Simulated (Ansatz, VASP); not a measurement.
## C: VASP beside Ansatz

INCAR

```
SYSTEM = C
PREC = Accurate
ENCUT = 520
EDIFF = 1E-7
ISMEAR = 0
SIGMA = 0.05
LREAL = .False.
LASPH = .True.
NELM = 80
ALGO = Normal
ISIF = 2
LWAVE = .False.
LCHARG = .False.
GGA = PE
NBANDS = 26
```

The input KPOINTS:

```
regular mesh
0
Gamma
  6 6 6
  0 0 0
```

Contents of POSCAR:

```
C
1.0
    3.5714750638      0.0000000000      0.0000000000
    0.0000000000     -3.5714750638      0.0000000000
    0.0000000000      0.0000000000     -3.5714750638
C
8
Direct
    0.5000000000      0.0000000000     -0.0069999089
    0.0000000000      0.5000000000      0.0000000000
    0.0000000000      0.0000000000      0.5000000000
    0.5000000000      0.5000000000      0.5000000000
    0.7500000000      0.7500000000      0.7500000000
    0.2500000000      0.2500000000      0.7500000000
    0.2500000000      0.7500000000      0.2500000000
    0.7500000000      0.2500000000      0.2500000000
```

Input for Ansatz:

```yaml
crystal:
  lattice:
    - [3.5714750638, 0.0, 0.0]
    - [0.0, -3.5714750638, 0.0]
    - [0.0, 0.0, -3.5714750638]
  atoms:
    - { symbol: C, position: [0.5, 0.0, -0.0069999089] }
    - { symbol: C, position: [0.0, 0.5, 0.0] }
    - { symbol: C, position: [0.0, 0.0, 0.5] }
    - { symbol: C, position: [0.5, 0.5, 0.5] }
    - { symbol: C, position: [0.75, 0.75, 0.75] }
    - { symbol: C, position: [0.25, 0.25, 0.75] }
    - { symbol: C, position: [0.25, 0.75, 0.25] }
    - { symbol: C, position: [0.75, 0.25, 0.25] }
basis:
  ecutwfc: 420
kpoints:
  mp_grid: { grid: [6, 6, 6] }
hamiltonian:
  xc: pbe
scf:
  occupations: { method: gaussian, width: 0.05 }
output:
  forces: true
  stress: true
  eigenvalues: true
```

Alike in both runs: task single point; functional PBE; k mesh 6 × 6 × 6; occupations gaussian, width 0.05 eV; no spin polarisation.

```csv
,VASP,Ansatz
version,VASP 6.6.1,Ansatz 0.2.0
potentials or method,"VASP PAW PBE potentials, release 64 (C), cutoff 520 eV","scalar-relativistic, plane waves, PAW"
valence electrons in the cell,32,32
```

```tsv
	VASP	Ansatz	Ansatz less VASP
gap on the k mesh at the Fermi level (eV)	4.04	4.05	+0.007
least direct gap on the mesh (eV)	4.55	4.56	+0.008
pressure (GPa)	0.8	0.1	-0.66
traceless stress, the component that is largest in VASP (GPa)	0.26	0.24	-0.024
rms of the force components (eV/Å)	0.254	0.252	-0.0014
```

Atom by atom the forces differ by 0.002 eV/Å (rms over components).
